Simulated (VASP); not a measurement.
TlBr:

```
CELL_PARAMETERS angstrom
3.94619 0.00000 0.00000
0.00000 3.94619 0.00000
0.00000 0.00000 3.94619
ATOMIC_POSITIONS crystal
Tl 0.00000 0.00000 0.00000
Br 0.50000 0.50000 0.50000
```

Base run:

- Program: VASP 6.6.1
- Functional: PBEsol
- Potentials or basis: VASP PAW PBE potentials, release 64 (Tl_d, Br)
- Cutoff: 500 eV
- k mesh: 4 × 4 × 4, shifted
- Occupations: gaussian, width 0.01 eV
- Spin: no spin polarisation

Its results: band gap on the k mesh 3.04 eV, indirect (least direct gap 3.39 eV); pressure -0.7 GPa.

Question: After a change of settings the same cell gave: band gap on the k mesh 2.49 eV, direct; pressure 4.6 GPa. Which change was it?
A. k mesh from 4 × 4 × 4, shifted to 4 × 4 × 4
B. k mesh from 4 × 4 × 4, shifted to 4 × 4 × 4; occupations from gaussian, width 0.01 eV to methfessel-paxton, width 0.05 eV
C. functional from PBEsol to HSE06; cutoff from 500 eV to 400 eV; k mesh from 4 × 4 × 4, shifted to 2 × 2 × 2

Answer: C.

Caveats: some runs use coarse meshes; the PAW data sets were made with another functional, which shifts forces and pressure a little; spin-orbit coupling is left out, which moves the levels of the heavy elements.
